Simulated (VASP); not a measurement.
# PbF2 in VASP: a series of runs

The runs below take PbF2 through single point, with PBE+D3(BJ).

All numbers are computed with VASP 6.6.1; they aren't measurements. Logs are shortened: lines on timing, memory, paths and dates and some standing lists are left out, and cuts for length are marked.

### 1 The cell of the first run

It takes space group Fm-3m (No. 225, cubic). Conventional cell: a = 6.118 Å, b = 6.118 Å, c = 6.118 Å, α = 90.00°, β = 90.00°, γ = 90.00°. Pb (site symmetry m-3m) has 8 F at 2.65 Å within 3.5 Å. Within 3.5 Å of F (site symmetry -43m) lie 4 Pb at 2.65 Å and 6 F at 3.06 Å.

### 2 Single point, PBE+D3(BJ) (strain +0.030 along x and y, +0.030 along z)

Input file INCAR:

```
ALGO = Normal
EDIFF = 1E-6
ENCUT = 520
GGA = PE
ISIF = 2
ISMEAR = 0
IVDW = 12
LASPH = True
LCHARG = False
LREAL = False
LWAVE = False
NBANDS = 21
NELM = 100
PREC = Accurate
SIGMA = 0.05
```

Input file KPOINTS:

```
k-points
0
Gamma
  8 8 8
```

Input file POSCAR:

```
PbF2
1.0
    0.0000000000      3.0589455000      3.0589455000
    3.0589455000      0.0000000000      3.0589455000
    3.0589455000      3.0589455000      0.0000000000
Pb F
1 2
Direct
    0.0000000000      0.0000000000      0.0000000000
    0.2500000000      0.2500000000      0.2500000000
    0.7500000000      0.7500000000      0.7500000000
```

Potentials or basis: VASP PAW PBE potentials, release 64 (Pb_d, F).

Launch:

```sh
> cat potpaw_PBE.64/Pb_d/POTCAR potpaw_PBE.64/F/POTCAR > POTCAR
> mpirun -np 1 vasp_std > vasp.out
```

OUTCAR:

```text
EDIFF = 1E-6
   ENCUT = 520
   GGA = PE
   ISIF = 2
   ISMEAR = 0
   IVDW = 12
   LASPH = True
   LREAL = False
   NELM = 100
   PREC = Accurate
 IVDW          = 12

 ion  position               nearest neighbor table
   1  0.000  0.000  0.000-   3 2.65   3 2.65   3 2.65   2 2.65   3 2.65   2 2.65   2 2.65   2 2.65

   2  0.250  0.250  0.250-   1 2.65   1 2.65   1 2.65   1 2.65
   3  0.750  0.750  0.750-   1 2.65   1 2.65   1 2.65   1 2.65

  LATTYP: Found a face centered cubic cell.
 ALAT       =     6.1178910000

  Lattice vectors:

 A1 = (   0.0000000000,   3.0589455000,   3.0589455000)
 A2 = (   3.0589455000,   0.0000000000,   3.0589455000)
 A3 = (   3.0589455000,   3.0589455000,   0.0000000000)

Analysis of symmetry for initial positions (statically):
=====================================================================
 Subroutine PRICEL returns:
 Original cell was already a primitive cell.

 Routine SETGRP: Setting up the symmetry group for a
 face centered cubic supercell.

 Subroutine GETGRP returns: Found 48 space group operations
 (whereof 48 operations were pure point group operations)
 out of a pool of 48 trial point group operations.

The static configuration has the point symmetry O_h .

Analysis of symmetry for dynamics (positions and initial velocities):
=====================================================================
 Subroutine PRICEL returns:
 Original cell was already a primitive cell.

 Routine SETGRP: Setting up the symmetry group for a
 face centered cubic supercell.

 Subroutine GETGRP returns: Found 48 space group operations
 (whereof 48 operations were pure point group operations)
 out of a pool of 48 trial point group operations.

The dynamic configuration has the point symmetry O_h .

 Subroutine INISYM returns: Found 48 space group operations
 (whereof 48 operations are pure point group operations),
 and found     1 'primitive' translations

----------------------------------------------------------------------------------------

                                     Primitive cell

  volume of cell :      57.2460

  direct lattice vectors                    reciprocal lattice vectors
[... 81 lines left out ...]
   ISTART =      0    job   : 0-new  1-cont  2-samecut
   ICHARG =      2    charge: 1-file 2-atom 10-const
   ISPIN  =      1    spin polarized calculation?
   LNONCOLLINEAR =      F non collinear calculations
   LSORBIT =      F    spin-orbit coupling
   LASPH  =      T    aspherical Exc in radial PAW
   ENCUT  =  520.0 eV  38.22 Ry    6.18 a.u.   8.04  8.04  8.04*2*pi/ulx,y,z
   NELM   =    100;   NELMIN=  2; NELMDL= -5     # of ELM steps
   EDIFF  = 0.1E-05   stopping-criterion for ELM
   LREAL  =      F    real-space projection
   EDIFFG = 0.1E-04   stopping-criterion for IOM
   NSW    =      0    number of steps for IOM
   IBRION =     -1    ionic relax: 0-MD 1-quasi-New 2-CG
   NFREE  =      0    steps in history (QN), initial steepest desc. (CG)
   ISIF   =      2    stress and relaxation
   ISYM   =      2    0-nonsym 1-usesym 2-fastsym
   POTIM  = 0.5000    time-step for ionic-motion
   TEBEG  =    0.0;   TEEND  =   0.0 temperature during run
   PSTRESS=    0.0 pullay stress
   NELECT =      28.0000    total number of electrons
   NUPDOWN=      -1.0000    fix difference up-down
   EMIN   =  10.00;   EMAX   =-10.00  energy-range for DOS
   EFERMI =   0.00;   METHOD = LEGACY
   ISMEAR =     0;   SIGMA  =   0.05  broadening in eV -4-tet -1-fermi 0-gaus
   EFERMI_NEDOS =   21; number of points for ismear=-14 and -15
   IALGO  =     38    algorithm
   IMIX   =      4    mixing-type and parameters
     AMIX     =   0.40;   BMIX     =  1.00
     AMIX_MAG =   1.60;   BMIX_MAG =  1.00
  volume/ion in A,a.u.               =      19.08       128.77
  Fermi-wavevector in a.u.,A,eV,Ry     =   1.289869  2.437500 22.636874  1.663763
  Thomas-Fermi vector in A             =   2.421736
   LORBIT       =      0    0 simple, 1 ext, 2 COOP (PROOUT), +10 PAW based schemes
   GGA     = PE    functional components
   LHFCALC =     F    Hartree Fock is set to
   AEXX    =    0.0000 exact exchange contribution
   IVDW    =    12    specifies the selected vdW correction
   LEPSILON=     F    determine dielectric tensor
   LRPA    =     F    only Hartree local field effects (RPA)
 non-spin polarized calculation
 Gauss-broadening in eV      SIGMA  =   0.05
  energy-cutoff  :      520.00
  volume of cell :       57.25
 maximum number of plane-waves:      1572
   NGX = 17   NGY = 17   NGZ = 17

 number of electron      27.9999997 magnetization

 Free energy of the ion-electron system (eV)
  ---------------------------------------------------
  ext. energy  EPLUGINS =         0.00000000
  ---------------------------------------------------
  free energy    TOTEN  =       -14.31674276 eV

  energy without entropy =      -14.31674276  energy(sigma->0) =      -14.31674276

 E-fermi :   1.0559     XC(G=0):  -8.9425

 val. band max:        0.8278148371   @ k =   0.5000   0.0000   0.0000
 cond. band min:       5.2039234098   @ k =   0.5000   0.5000   0.0000
 fundamental gap:      4.3761085728
 Fermi energy:         1.0559196519

 k-point     1 :       0.0000    0.0000    0.0000
  band No.  band energies     occupation
      1     -19.5864      2.00000
      2     -19.1150      2.00000
      3     -13.5836      2.00000
      4     -13.5836      2.00000
      5     -13.5836      2.00000
      6     -13.5598      2.00000
[... 565 lines left out ...]
     20      16.2437      0.00000
     21      16.8964      0.00000

 [... further k-points ...]

------------------------ aborting loop because EDIFF is reached ----------------------------------------

 Edisp (eV)   -0.42195

 E8    (eV) :    -0.1826

  FORCE on cell =-STRESS in cart. coord.  units (eV):
  Direction    XX          YY          ZZ          XY          YZ          ZX
  --------------------------------------------------------------------------------------
  -------------------------------------------------------------------------------------
  Total      -1.47701    -1.47701    -1.47701     0.00000    -0.00000    -0.00000
  in kB     -41.33805   -41.33805   -41.33805     0.00000    -0.00000    -0.00000
  external pressure =      -41.34 kB  Pullay stress =        0.00 kB

 VOLUME and BASIS-vectors are now :
 -----------------------------------------------------------------------------
  energy-cutoff  :      520.00
  volume of cell :       57.25
      direct lattice vectors                 reciprocal lattice vectors
     0.000000000  3.058945500  3.058945500    -0.163455021  0.163455021  0.163455021
     3.058945500  0.000000000  3.058945500     0.163455021 -0.163455021  0.163455021
     3.058945500  3.058945500  0.000000000     0.163455021  0.163455021 -0.163455021

 POSITION                                       TOTAL-FORCE (eV/Angst)
 -----------------------------------------------------------------------------------
      0.00000      0.00000      0.00000        -0.000000     -0.000000     -0.000000
      1.52947      1.52947      1.52947        -0.000000     -0.000000     -0.000000
      4.58842      4.58842      4.58842         0.000000      0.000000      0.000000
 -----------------------------------------------------------------------------------
    total drift:                                0.000000     -0.000000      0.000000

  FREE ENERGIE OF THE ION-ELECTRON SYSTEM (eV)
  ---------------------------------------------------
  free  energy   TOTEN  =       -14.7386881628 eV

  energy  without entropy=      -14.7386881628  energy(sigma->0) =      -14.73868816
```

OSZICAR:

```text
N       E                     dE             d eps       ncg     rms          rms(c)
DAV:   1     0.300872338046E+03    0.30087E+03   -0.14512E+04  1218   0.148E+03
DAV:   2     0.123678759767E+02   -0.28850E+03   -0.27014E+03  1299   0.419E+02
DAV:   3    -0.156044912814E+02   -0.27972E+02   -0.27605E+02  1433   0.139E+02
DAV:   4    -0.164362385428E+02   -0.83175E+00   -0.83127E+00  1366   0.261E+01
DAV:   5    -0.164651838280E+02   -0.28945E-01   -0.28941E-01  1559   0.495E+00    0.820E+00
DAV:   6    -0.143455453155E+02    0.21196E+01   -0.97151E+00  1618   0.231E+01    0.292E+00
DAV:   7    -0.143293090862E+02    0.16236E-01   -0.53133E-01  1258   0.422E+00    0.165E+00
DAV:   8    -0.143185662418E+02    0.10743E-01   -0.12251E-01  1283   0.354E+00    0.546E-01
DAV:   9    -0.143155616072E+02    0.30046E-02   -0.22913E-02  1491   0.987E-01    0.119E-01
DAV:  10    -0.143168288586E+02   -0.12673E-02   -0.26948E-03  1243   0.547E-01    0.508E-02
DAV:  11    -0.143167344874E+02    0.94371E-04   -0.30870E-04  1512   0.182E-01    0.195E-02
DAV:  12    -0.143167424492E+02   -0.79619E-05   -0.75941E-05  1363   0.808E-02    0.101E-02
DAV:  13    -0.143167429442E+02   -0.49493E-06   -0.17550E-05  1325   0.393E-02    0.535E-03
DAV:  14    -0.143167427601E+02    0.18411E-06   -0.16020E-06  1058   0.969E-03
   1 F= -.14738688E+02 E0= -.14738688E+02  d E =-.212173E-12
```

Run time: 15 s. Hardware: 1 thread of Intel Xeon Platinum 8559C (Emerald Rapids), shared host; peak memory 0.2 GiB.

What came out:

```
Free energy                : -14.7387 eV
Pressure                   : -4.1 GPa
Band gap on the k mesh     : 4.38 eV, indirect (least direct gap 4.54 eV)
Dispersion energy per atom : -0.141 eV
```

Caveat: the cell differs from its parent crystal (strain +0.030 along x and y, +0.030 along z); spin-orbit coupling is left out, which moves the levels of the heavy elements. A k mesh can miss the band edges.

### 3 Single point, PBE+D3(BJ) (strain -0.030 along x and y, -0.015 along z)

Input file INCAR:

```
SYSTEM = PbF2
PREC     = Accurate       ! precision mode
ENCUT    = 520            ! plane-wave cutoff, eV
EDIFF    = 1E-7           ! SCF threshold, eV
ISMEAR   = 0              ! smearing method
SIGMA    = 0.05           ! smearing width, eV
LREAL    = .FALSE.        ! projectors in reciprocal space
LASPH    = .TRUE.         ! aspherical terms in the spheres
NELM     = 80             ! most SCF steps
ALGO     = Normal         ! electronic algorithm
ISIF     = 2              ! what is computed and relaxed
LWAVE    = .FALSE.        ! write WAVECAR
LCHARG   = .FALSE.        ! write CHGCAR
GGA      = PE             ! functional
IVDW     = 12             ! dispersion correction
NBANDS   = 21             ! bands
```

Input file KPOINTS:

```
Automatic mesh
0
G
  8 8 8
  0 0 0
```

Input file POSCAR:

```
PbF2
1.0
    0.0000000000      2.8807545000      2.9253022500
    2.8807545000      0.0000000000      2.9253022500
    2.8807545000      2.8807545000      0.0000000000
Pb F
1 2
Direct
    0.0000000000      0.0000000000      0.0000000000
    0.2500000000      0.2500000000      0.2500000000
    0.7500000000      0.7500000000      0.7500000000
```

Potentials or basis: VASP PAW PBE potentials, release 64 (Pb_d, F).

Launch:

```sh
> cat potpaw_PBE.64/Pb_d/POTCAR potpaw_PBE.64/F/POTCAR > POTCAR
> mpirun -np 1 vasp_std > vasp.out
```

OUTCAR:

```text
SYSTEM = PbF2
   PREC = Accurate
   ENCUT = 520
   EDIFF = 1E-7
   ISMEAR = 0
   LREAL = .FALSE.
   LASPH = .TRUE.
   NELM = 80
   ISIF = 2
   GGA = PE
   IVDW = 12
 IVDW          = 12

 ion  position               nearest neighbor table
   1  0.000  0.000  0.000-   3 2.51   2 2.51   3 2.51   2 2.51   3 2.51   3 2.51   2 2.51   2 2.51

   2  0.250  0.250  0.250-   1 2.51   1 2.51   1 2.51   1 2.51
   3  0.750  0.750  0.750-   1 2.51   1 2.51   1 2.51   1 2.51

  LATTYP: Found a body centered tetragonal cell.
 ALAT       =     4.0740020838
 C/A-ratio  =     1.4360828443

  Lattice vectors:
[... 769 lines left out ...]

 E8    (eV) :    -0.2118

  FORCE on cell =-STRESS in cart. coord.  units (eV):
  Direction    XX          YY          ZZ          XY          YZ          ZX
  --------------------------------------------------------------------------------------
  -------------------------------------------------------------------------------------
  Total       2.29886     2.29886     2.07560     0.00000    -0.00000    -0.00000
  in kB      75.85943    75.85943    68.49232     0.00000    -0.00000    -0.00000
  external pressure =       73.40 kB  Pullay stress =        0.00 kB

 VOLUME and BASIS-vectors are now :
 -----------------------------------------------------------------------------
  energy-cutoff  :      520.00
  volume of cell :       48.55
      direct lattice vectors                 reciprocal lattice vectors
     0.000000000  2.880754500  2.925302250    -0.173565641  0.173565641  0.170922509
     2.880754500  0.000000000  2.925302250     0.173565641 -0.173565641  0.170922509
     2.880754500  2.880754500  0.000000000     0.173565641  0.173565641 -0.170922509

 POSITION                                       TOTAL-FORCE (eV/Angst)
 -----------------------------------------------------------------------------------
      0.00000      0.00000      0.00000         0.000000      0.000000      0.000000
      1.44038      1.44038      1.46265         0.000000      0.000000      0.000000
      4.32113      4.32113      4.38795        -0.000000     -0.000000     -0.000000
 -----------------------------------------------------------------------------------
    total drift:                                0.000000     -0.000000      0.000000

  FREE ENERGIE OF THE ION-ELECTRON SYSTEM (eV)
  ---------------------------------------------------
  free  energy   TOTEN  =       -14.6983461573 eV

  energy  without entropy=      -14.6983461573  energy(sigma->0) =      -14.69834616
```

stdout:

```text
POSCAR found type information on POSCAR PbF
 POSCAR found :  2 types and       3 ions
 scaLAPACK will be used
 LDA part: xc-table for (Slater+PW92), standard interpolation
 POSCAR, INCAR and KPOINTS ok, starting setup
 FFT: planning ... GRIDC
 FFT: planning ... GRID_SOFT
 FFT: planning ... GRID
 WAVECAR not read
 entering main loop
```

It took 35 s on 1 thread of Intel Xeon Platinum 8559C (Emerald Rapids), shared host; peak memory 0.22 GiB.

Results:

* Free energy: -14.6983 eV
* Pressure: 7.3 GPa
* Band gap on the k mesh: 4.35 eV, indirect (least direct gap 4.52 eV)
* Dispersion energy per atom: -0.164 eV

Stress tensor (GPa, compression positive):
```
7.59 0.00 0.00
0.00 7.59 0.00
0.00 0.00 6.85
```

Caveat: the cell differs from its parent crystal (strain -0.030 along x and y, -0.015 along z); spin-orbit coupling is left out, which moves the levels of the heavy elements. A k mesh can miss the band edges.

### 4 Single point, PBE+D3(BJ) (strain -0.030 along x and y, +0.000 along z)

Input file INCAR:

```
ALGO = Normal ; EDIFF = 1E-6
ENCUT = 520 ; GGA = PE
ISIF = 2 ; ISMEAR = 0
IVDW = 12 ; LASPH = T
LCHARG = F ; LREAL = F
LWAVE = F ; NBANDS = 21
NELM = 80 ; PREC = Accurate
SIGMA = 0.05
```

Input file KPOINTS:

```
k-points
0
Gamma
  8 8 8
```

Input file POSCAR:

```
PbF2
1.0
    0.0000000000      2.8807545000      2.9698500000
    2.8807545000      0.0000000000      2.9698500000
    2.8807545000      2.8807545000      0.0000000000
Pb F
1 2
Direct
    0.0000000000      0.0000000000      0.0000000000
    0.2500000000      0.2500000000      0.2500000000
    0.7500000000      0.7500000000      0.7500000000
```

Launch:

```sh
> cat potpaw_PBE.64/Pb_d/POTCAR potpaw_PBE.64/F/POTCAR > POTCAR
> mpirun -np 1 vasp_std > vasp.out
```

It took 34 s on 1 thread of Intel Xeon Platinum 8559C (Emerald Rapids), shared host; peak memory 0.22 GiB.

It converged, with:

- Free energy: -14.7267 eV
- Pressure: 5.8 GPa
- Band gap on the k mesh: 4.33 eV, indirect (least direct gap 4.51 eV)
- Dispersion energy per atom: -0.162 eV

Stress tensor (GPa, compression positive):
```
6.30 0.00 0.00
0.00 6.30 0.00
0.00 0.00 4.80
```

Levels at points of the mesh, in eV from the valence-band top:
```tsv
k point	band 11	band 12	band 13	band 14	band 15	band 16	band 17	band 18
(0.00, 0.00, 0.00)	-2.83	-2.52	-2.29	-2.29	6.74	6.74	6.88	10.74
(0.50, 0.00, 0.00)	-3.08	-2.55	-2.51	-0.10	4.95	7.77	7.83	13.27
(0.50, 0.50, 0.00)	-2.01	-1.87	-1.87	-0.07	4.43	8.08	8.08	8.78
(0.50, 0.00, 0.50)	-1.99	-1.87	-1.84	-0.25	4.33	7.92	8.16	8.80
```

Caveat: the cell differs from its parent crystal (strain -0.030 along x and y, +0.000 along z); spin-orbit coupling is left out, which moves the levels of the heavy elements.

### 5 Overview

| cell | gap on the mesh (eV) | pressure (GPa) |
| --- | --- | --- |
| a = 4.326 Å, angles 60.0°, 3 atoms | 4.38 | -4.1 |
| a = 4.106, b = 4.106, c = 4.074 Å, angles 60.3, 60.3, 59.5°, 3 atoms | 4.35 | 7.3 |
| a = 4.137, b = 4.137, c = 4.074 Å, angles 60.5, 60.5, 59.0°, 3 atoms | 4.33 | 5.8 |

Alike in all rows: task single point; level PBE+D3(BJ); potentials or basis VASP PAW PBE potentials, release 64 (Pb_d, F); no spin polarisation; k mesh 8 × 8 × 8; cutoff (eV) 520; smearing gaussian 0.05 eV.

Caveats: spin-orbit coupling is left out, which moves the levels of the heavy elements.

Total energies depend on the potentials used, so only differences within one code and one set of settings carry meaning.
